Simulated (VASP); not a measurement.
# LiF (F-43m) in VASP: notebook

Aim: see how the results for LiF move with the level of theory and the settings. Levels: PBE, LDA. Tasks: density of states, vibrations by perturbation theory.

Everything below comes from runs of VASP 6.6.1. Logs are shortened: lines on timing, memory, paths and dates and some standing lists are left out, and cuts for length are marked.

### 1 The cell of the first run

Symmetry: F-43m, No. 216, cubic system. The conventional cell has a = 4.364 Å, b = 4.364 Å, c = 4.364 Å, α = 90.00°, β = 90.00°, γ = 90.00°. Within 2.5 Å of Li (site symmetry -43m) lie 4 F at 1.89 Å. Within 2.5 Å of F (site symmetry -43m) lie 4 Li at 1.89 Å.

### 2 Density of states, PBE

Contents of POSCAR:

```
LiF
1.0
    0.0000000000      2.1818080721      2.1818080721
    2.1818080721      0.0000000000      2.1818080721
    2.1818080721      2.1818080721      0.0000000000
Li F
1 1
Direct
    0.7500000000      0.7500000000      0.7500000000
    0.5000000000      0.5000000000      0.5000000000
```

Contents of INCAR.step1:

```
SYSTEM = LiF
  PREC = Accurate
  ENCUT = 520
  EDIFF = 1E-6
  ISMEAR = 0
  SIGMA = 0.02
  LREAL = .FALSE.
  LASPH = .TRUE.
  NELM = 60
  ALGO = Normal
  ISIF = 2
  LWAVE = .FALSE.
  LCHARG = .TRUE.
  GGA = PE
  NBANDS = 12
```

Contents of KPOINTS.step1:

```
regular mesh
0
G
  10 10 10
  0 0 0
```

Contents of INCAR.step2:

```
SYSTEM = LiF
  PREC = Accurate
  ENCUT = 520
  EDIFF = 1E-6
  ISMEAR = -5
  SIGMA = 0.02
  LREAL = .FALSE.
  LASPH = .TRUE.
  NELM = 60
  ALGO = Normal
  ISIF = 2
  LWAVE = .FALSE.
  LCHARG = .FALSE.
  GGA = PE
  LORBIT = 10
  NEDOS = 2001
  ICHARG = 11
```

Contents of KPOINTS.step2:

```
regular mesh
0
G
  15 15 15
  0 0 0
```

Potentials or basis: VASP PAW PBE potentials, release 64 (Li_sv, F).

The run is started by

```bash
$ cat potpaw_PBE.64/Li_sv/POTCAR potpaw_PBE.64/F/POTCAR > POTCAR
$ cp INCAR.step1 INCAR
$ cp KPOINTS.step1 KPOINTS
$ mpirun -np 1 vasp_std > vasp.out
$ cp INCAR.step2 INCAR
$ cp KPOINTS.step2 KPOINTS
$ mpirun -np 1 vasp_std > vasp.out
```

OUTCAR:

```text
SYSTEM = LiF
   PREC = Accurate
   ENCUT = 520
   EDIFF = 1E-6
   ISMEAR = -5
   LREAL = .FALSE.
   LASPH = .TRUE.
   NELM = 60
   ISIF = 2
   GGA = PE
   LORBIT = 10
   ICHARG = 11

 ion  position               nearest neighbor table
   1  0.750  0.750  0.750-   2 1.89   2 1.89   2 1.89   2 1.89
   2  0.500  0.500  0.500-   1 1.89   1 1.89   1 1.89   1 1.89

  LATTYP: Found a face centered cubic cell.
 ALAT       =     4.3636161442

  Lattice vectors:

 A1 = (   0.0000000000,   2.1818080721,   2.1818080721)
 A2 = (   2.1818080721,   0.0000000000,   2.1818080721)
 A3 = (   2.1818080721,   2.1818080721,   0.0000000000)

Analysis of symmetry for initial positions (statically):
=====================================================================
 Subroutine PRICEL returns:
 Original cell was already a primitive cell.

 Routine SETGRP: Setting up the symmetry group for a
 face centered cubic supercell.

 Subroutine GETGRP returns: Found 24 space group operations
 (whereof 24 operations were pure point group operations)
 out of a pool of 48 trial point group operations.

The static configuration has the point symmetry T_d .

Analysis of symmetry for dynamics (positions and initial velocities):
=====================================================================
 Subroutine PRICEL returns:
 Original cell was already a primitive cell.

 Routine SETGRP: Setting up the symmetry group for a
 face centered cubic supercell.

 Subroutine GETGRP returns: Found 24 space group operations
 (whereof 24 operations were pure point group operations)
 out of a pool of 48 trial point group operations.

The dynamic configuration has the point symmetry T_d .

 Subroutine INISYM returns: Found 24 space group operations
 (whereof 24 operations are pure point group operations),
 and found     1 'primitive' translations

----------------------------------------------------------------------------------------

                                     Primitive cell

  volume of cell :      20.7721

  direct lattice vectors                    reciprocal lattice vectors
     0.000000000  2.181808072  2.181808072    -0.229167729  0.229167729  0.229167729
     2.181808072  0.000000000  2.181808072     0.229167729 -0.229167729  0.229167729
     2.181808072  2.181808072  0.000000000     0.229167729  0.229167729 -0.229167729

  length of vectors
     3.085542566  3.085542566  3.085542566     0.396930149  0.396930149  0.396930149

  position of ions in fractional coordinates (direct lattice)
     0.750000000  0.750000000  0.750000000
     0.500000000  0.500000000  0.500000000

  ion indices of the primitive-cell ions
   primitive index   ion index
                 1           1
                 2           2

----------------------------------------------------------------------------------------

 KPOINTS: regular mesh

Automatic generation of k-mesh.
 Grid dimensions read from file:
 generate k-points for:   15   15   15

 Generating k-lattice:

  Cartesian coordinates                     Fractional coordinates (reciprocal lattice)
    -0.015277849  0.015277849  0.015277849     0.066666667  0.000000000  0.000000000
     0.015277849 -0.015277849  0.015277849     0.000000000  0.066666667  0.000000000
     0.015277849  0.015277849 -0.015277849     0.000000000  0.000000000  0.066666667

  Length of vectors
     0.026462010  0.026462010  0.026462010

  Shift w.r.t. Gamma in fractional coordinates (k-lattice)
     0.000000000  0.000000000  0.000000000

 TETIRR: Found    484 inequivalent tetrahedra from    20250

 Subroutine IBZKPT returns following result:
 ===========================================

 Found    120 irreducible k-points:

 Following reciprocal coordinates:
            Coordinates               Weight
  0.000000  0.000000  0.000000      1.000000
  0.066667  0.000000  0.000000      8.000000
  0.133333  0.000000  0.000000      8.000000
  0.200000  0.000000  0.000000      8.000000
  0.266667  0.000000  0.000000      8.000000
  0.333333  0.000000  0.000000      8.000000
[... 16 lines left out ...]
  0.133333  0.133333  0.000000      6.000000
  0.200000  0.133333  0.000000     24.000000
 [... further k-points ...]
   k-points           NKPTS =    120   k-points in BZ     NKDIM =    120   number of bands    NBANDS=      9
   number of dos      NEDOS =   2001   number of ions     NIONS =      2
   total plane-waves  NPLWV =  13824
   dimension x,y,z NGX =    24 NGY =   24 NGZ =   24
   dimension x,y,z NGXF=    48 NGYF=   48 NGZF=   48
   ions per type =               1   1
   NGX,Y,Z   is equivalent  to a cutoff of  12.93, 12.93, 12.93 a.u.
   NGXF,Y,Z  is equivalent  to a cutoff of  25.86, 25.86, 25.86 a.u.
 SYSTEM =  LiF
   PREC   = accura    normal or accurate (medium, high low for compatibility)
   ISTART =      0    job   : 0-new  1-cont  2-samecut
   ICHARG =     11    charge: 1-file 2-atom 10-const
   ISPIN  =      1    spin polarized calculation?
   LNONCOLLINEAR =      F non collinear calculations
   LSORBIT =      F    spin-orbit coupling
   LASPH  =      T    aspherical Exc in radial PAW
   ENCUT  =  520.0 eV  38.22 Ry    6.18 a.u.   5.74  5.74  5.74*2*pi/ulx,y,z
   NELM   =     60;   NELMIN=  2; NELMDL=  0     # of ELM steps
   EDIFF  = 0.1E-05   stopping-criterion for ELM
   LREAL  =      F    real-space projection
   EDIFFG = 0.1E-04   stopping-criterion for IOM
   NSW    =      0    number of steps for IOM
   IBRION =     -1    ionic relax: 0-MD 1-quasi-New 2-CG
   NFREE  =      0    steps in history (QN), initial steepest desc. (CG)
   ISIF   =      2    stress and relaxation
   ISYM   =      2    0-nonsym 1-usesym 2-fastsym
   POTIM  = 0.5000    time-step for ionic-motion
   TEBEG  =    0.0;   TEEND  =   0.0 temperature during run
   PSTRESS=    0.0 pullay stress
   NELECT =      10.0000    total number of electrons
   NUPDOWN=      -1.0000    fix difference up-down
   EMIN   =  10.00;   EMAX   =-10.00  energy-range for DOS
   EFERMI =   0.00;   METHOD = LEGACY
   ISMEAR =    -5;   SIGMA  =   0.02  broadening in eV -4-tet -1-fermi 0-gaus
   EFERMI_NEDOS =   21; number of points for ismear=-14 and -15
   IALGO  =     38    algorithm
   IMIX   =      4    mixing-type and parameters
     AMIX     =   0.40;   BMIX     =  1.00
     AMIX_MAG =   1.60;   BMIX_MAG =  1.00
  volume/ion in A,a.u.               =      10.39        70.09
  Fermi-wavevector in a.u.,A,eV,Ry     =   1.283064  2.424639 22.398632  1.646253
  Thomas-Fermi vector in A             =   2.415339
   LORBIT       =     10    0 simple, 1 ext, 2 COOP (PROOUT), +10 PAW based schemes
   GGA     = PE    functional components
   LHFCALC =     F    Hartree Fock is set to
   AEXX    =    0.0000 exact exchange contribution
   IVDW    =     0    specifies the selected vdW correction
   LEPSILON=     F    determine dielectric tensor
   LRPA    =     F    only Hartree local field effects (RPA)
 non-spin polarized calculation
 Fermi weights with tetrahedron method with Bloechl corrections
  energy-cutoff  :      520.00
  volume of cell :       20.77
 maximum number of plane-waves:       568

 number of electron       9.9999991 magnetization

 Free energy of the ion-electron system (eV)
  ---------------------------------------------------
  ext. energy  EPLUGINS =         0.00000000
  ---------------------------------------------------
  free energy    TOTEN  =        -9.62857680 eV

  energy without entropy =       -9.62857680  energy(sigma->0) =       -9.62857680

 E-fermi :  -2.7362     XC(G=0):  -8.6390

 val. band max:       -2.7562727515   @ k =   0.0000   0.0000   0.0000
 cond. band min:       4.8852216822   @ k =   0.0000   0.0000   0.0000
 fundamental gap:      7.6414944337
 Fermi energy:        -2.7362367373

 k-point     1 :       0.0000    0.0000    0.0000
  band No.  band energies     occupation
      1     -43.2415      2.00000
      2     -22.0167      2.00000
      3      -2.7563      2.00000
      4      -2.7563      2.00000
      5      -2.7563      2.00000
      6       4.8852      0.00000
      7      16.2907      0.00000
      8      16.2907      0.00000
      9      16.2907      0.00000

 k-point     2 :       0.0667    0.0000    0.0000
  band No.  band energies     occupation
      1     -43.2402      2.00000
      2     -22.0098      2.00000
      3      -2.8516      2.00000
      4      -2.7672      2.00000
      5      -2.7672      2.00000
      6       5.0113      0.00000
      7      16.1860      0.00000
      8      16.3165      0.00000
      9      16.3165      0.00000

 k-point     3 :       0.1333    0.0000    0.0000
  band No.  band energies     occupation
      1     -43.2366      2.00000
      2     -21.9903      2.00000
      3      -3.1112      2.00000
      4      -2.7978      2.00000
      5      -2.7978      2.00000
      6       5.3718      0.00000
      7      15.8334      0.00000
      8      16.3695      0.00000
      9      16.3695      0.00000

 k-point     4 :       0.2000    0.0000    0.0000
  band No.  band energies     occupation
      1     -43.2312      2.00000
      2     -21.9609      2.00000
      3      -3.4711      2.00000
      4      -2.8423      2.00000
      5      -2.8423      2.00000
      6       5.9243      0.00000
      7      15.1971      0.00000
      8      16.3896      0.00000
      9      16.3896      0.00000
[... 205 lines left out ...]
 k-point    22 :      -0.0667    0.0667    0.0000
  band No.  band energies     occupation
      1     -43.2381      2.00000
      2     -21.9987      2.00000
      3      -2.9800      2.00000
      4      -2.8227      2.00000
      5      -2.7674      2.00000
      6       5.2131      0.00000
      7      16.1191      0.00000
      8      16.1530      0.00000
      9      16.4421      0.00000

 k-point    23 :       0.1333    0.1333    0.0000
  band No.  band energies     occupation
      1     -43.2349      2.00000
      2     -21.9816      2.00000
      3      -3.0713      2.00000
      4      -2.8844      2.00000
      5      -2.8844      2.00000
      6       5.4956      0.00000
      7      16.1462      0.00000
      8      16.1462      0.00000
      9      16.4644      0.00000

 k-point    24 :       0.2000    0.1333    0.0000
  band No.  band energies     occupation
      1     -43.2309      2.00000
      2     -21.9599      2.00000
      3      -3.3008      2.00000
      4      -2.9472      2.00000
      5      -2.9174      2.00000
      6       5.8642      0.00000
      7      15.8120      0.00000
      8      16.1114      0.00000
      9      16.6046      0.00000

 [... further k-points ...]
[... 5 lines left out ...]
  --------------------------------------------------------------------------------------
  -------------------------------------------------------------------------------------
  Total       -0.0232262     -0.0232262     -0.0232262      0.0000000      0.0000000     -0.0000000
  in kB       -1.7914646     -1.7914646     -1.7914646      0.0000000      0.0000000     -0.0000000
  external PRESSURE =      -1.7914646 kB  Pullay stress =       0.0000000 kB

 VOLUME and BASIS-vectors are now :
 -----------------------------------------------------------------------------
  energy-cutoff  :      520.00
  volume of cell :       20.77
      direct lattice vectors                 reciprocal lattice vectors
     0.000000000  2.181808072  2.181808072    -0.229167729  0.229167729  0.229167729
     2.181808072  0.000000000  2.181808072     0.229167729 -0.229167729  0.229167729
     2.181808072  2.181808072  0.000000000     0.229167729  0.229167729 -0.229167729

 POSITION                                       TOTAL-FORCE (eV/Angst)
 -----------------------------------------------------------------------------------
      3.27271      3.27271      3.27271        -0.000000     -0.000000      0.000000
      2.18181      2.18181      2.18181         0.000000      0.000000     -0.000000
 -----------------------------------------------------------------------------------
    total drift:                               -0.000000     -0.000000     -0.000000

  FREE ENERGIE OF THE ION-ELECTRON SYSTEM (eV)
  ---------------------------------------------------
  free  energy   TOTEN  =        -9.6285768007 eV

  energy  without entropy=       -9.6285768007  energy(sigma->0) =       -9.62857680

 total charge

# of ion       s       p       d       tot
------------------------------------------
    1        2.022   0.056   0.000   2.078
    2        1.728   4.405   0.000   6.133
--------------------------------------------------
tot          3.750   4.461   0.000   8.211
```

Wall time 15 s (1 thread of AMD EPYC 9R45 (Zen 5), shared host); peak memory 0.11 GiB.

What came out:

```yaml
Valence_electrons_inside_the_program's_atomic_spheres: Li 2.08; F 6.13
```

Caveat: the cutoff is under 1.25 times the usual one of these potentials, so pressure, stress and relaxed cells hold a basis-set (Pulay) error.

### 3 Density of states, LDA

POSCAR is that of step 2.

Contents of INCAR.step1:

```
PREC = Accurate
ENCUT = 520
EDIFF = 1E-6
ISMEAR = 0
SIGMA = 0.02
LREAL = F
LASPH = T
NELM = 60
ALGO = Normal
ISIF = 2
LWAVE = F
LCHARG = T
NBANDS = 12
```

Contents of KPOINTS.step1:

```
regular mesh
0
Gamma
  10 10 10
```

Contents of INCAR.step2:

```
PREC = Accurate
ENCUT = 520
EDIFF = 1E-6
ISMEAR = -5
SIGMA = 0.02
LREAL = F
LASPH = T
NELM = 60
ALGO = Normal
ISIF = 2
LWAVE = F
LCHARG = F
LORBIT = 11
NEDOS = 1001
ICHARG = 11
```

Contents of KPOINTS.step2:

```
regular mesh
0
Gamma
  15 15 15
```

Potentials or basis: VASP PAW LDA potentials, release 64 (Li_sv, F).

The run is started by

```bash
$ cat potpaw_LDA.64/Li_sv/POTCAR potpaw_LDA.64/F/POTCAR > POTCAR
$ cp INCAR.step1 INCAR
$ cp KPOINTS.step1 KPOINTS
$ mpirun -np 1 vasp_std > vasp.out
$ cp INCAR.step2 INCAR
$ cp KPOINTS.step2 KPOINTS
$ mpirun -np 1 vasp_std > vasp.out
```

Run time: 18 s. Hardware: 1 thread of AMD EPYC 9R45 (Zen 5), shared host; peak memory 0.1 GiB.

Results (log left out):

| Quantity | Value |
| --- | --- |
| Valence electrons inside the program's atomic spheres | Li 2.10; F 6.10 |

Levels at points of the mesh, in eV from the valence-band top:
| k point | band 1 | band 2 | band 3 | band 4 | band 5 | band 6 | band 7 | band 8 | band 9 |
| --- | --- | --- | --- | --- | --- | --- | --- | --- | --- |
| (0.00, 0.00, 0.00) | -39.34 | -18.83 | 0.00 | 0.00 | 0.00 | 7.33 | 18.58 | 18.58 | 18.58 |

Caveat: the cutoff is under 1.25 times the usual one of these potentials, so pressure, stress and relaxed cells hold a basis-set (Pulay) error.

[end of part 1 of 2]
